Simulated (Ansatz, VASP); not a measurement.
## LiF in VASP and in Ansatz

```
CELL_PARAMETERS angstrom
3.19558 0.00000 0.00000
-1.59779 2.76745 0.00000
0.00000 0.00000 4.69047
ATOMIC_POSITIONS crystal
Li 0.33333 0.66667 0.33007
Li 0.66667 0.33333 0.83007
F 0.33333 0.66667 0.99393
F 0.66667 0.33333 0.49393
```

Alike in both runs: task single point; functional PBE; k mesh 9 × 9 × 6; occupations gaussian, width 0.05 eV; no spin polarisation.

|  | VASP | Ansatz |
| --- | --- | --- |
| version | VASP 6.6.1 | Ansatz 0.2.0 |
| potentials or method | VASP PAW PBE potentials, release 64 (Li_sv, F), cutoff 520 eV | scalar-relativistic, plane waves, PAW |
| valence electrons in the cell | 20 | 20 |

```tsv
	VASP	Ansatz	Ansatz less VASP
gap on the k mesh at the Fermi level (eV)	7.57	7.59	+0.012
least direct gap on the mesh (eV)	7.57	7.59	+0.012
rms of the force components (eV/Å)	1.416	1.326	-0.0902
```

Atom by atom the forces differ by 0.090 eV/Å (rms over components). The functional is the same, so the differences come from potentials, cutoffs and numerics.

Noted on VASP's run: the cutoff is short for stress, so the pressure is rough.
